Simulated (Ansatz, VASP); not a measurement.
Rb2BaS2: VASP beside Ansatz

```xyz
5
Lattice="4.9375 0.0000 0.0000 -2.4688 4.2760 0.0000 0.0000 0.0000 8.6244" Properties=species:S:1:pos:R:3 pbc="T T T"
Rb    2.4688    1.4253    3.1084
Rb    0.0000    2.8507    5.5160
Ba    0.0000    0.0000    0.0000
S     2.4688    1.4253    6.9173
S     0.0000    2.8507    1.7071
```

Alike in both runs: task single point; functional r2SCAN; k mesh 6 × 6 × 4; occupations gaussian, width 0.02 eV; no spin polarisation.

|  | VASP | Ansatz |
| --- | --- | --- |
| version | VASP 6.6.1 | Ansatz 0.2.0 |
| potentials or method | VASP PAW PBE potentials, release 64 (Rb_sv, Ba_sv, S), cutoff 520 eV | scalar-relativistic, plane waves, PAW |
| valence electrons in the cell | 40 | 40 |

|  | VASP | Ansatz | Ansatz less VASP |
| --- | --- | --- | --- |
| gap on the k mesh at the Fermi level (eV) | 2.67 | 2.68 | +0.014 |
| least direct gap on the mesh (eV) | 2.81 | 2.84 | +0.022 |
| pressure (GPa) | -0.1 | -0.3 | -0.19 |
| traceless stress, the component that is largest in VASP (GPa) | -0.11 | -0.10 | +0.014 |
| rms of the force components (eV/Å) | 0.032 | 0.022 | -0.0092 |

VASP's potentials were made for PBE, not for r2SCAN. Atom by atom the forces differ by 0.014 eV/Å (rms over components).

Neither program's run includes spin-orbit coupling.
